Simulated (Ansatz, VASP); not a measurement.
BN in VASP and in Ansatz

```
B N
1.0
     0.00000    1.80483    1.80483
     1.80483    0.00000    1.80483
     1.80483    1.80483    0.00000
B N
1 1
Direct
  0.00000 0.00000 0.00000
  0.25000 0.25000 0.25000
```

Alike in both runs: task single point; functional r2SCAN; k mesh 12 × 12 × 12; no spin polarisation.

|  | VASP | Ansatz |
| --- | --- | --- |
| version | VASP 6.6.1 | Ansatz 0.2.0 |
| potentials or method | VASP PAW PBE potentials, release 64 (B, N) | plane waves, PAW |
| plane-wave cutoff (eV) | 520 | 500 |
| occupations | gaussian, width 0.01 eV | fixed |
| valence electrons in the cell | 8 | 8 |

```tsv
	VASP	Ansatz	Ansatz less VASP
gap on the k mesh at the Fermi level (eV)	4.98	5.00	+0.021
pressure (GPa)	1.1	0.0	-1.12
```

VASP's potentials were made for PBE, not for r2SCAN.
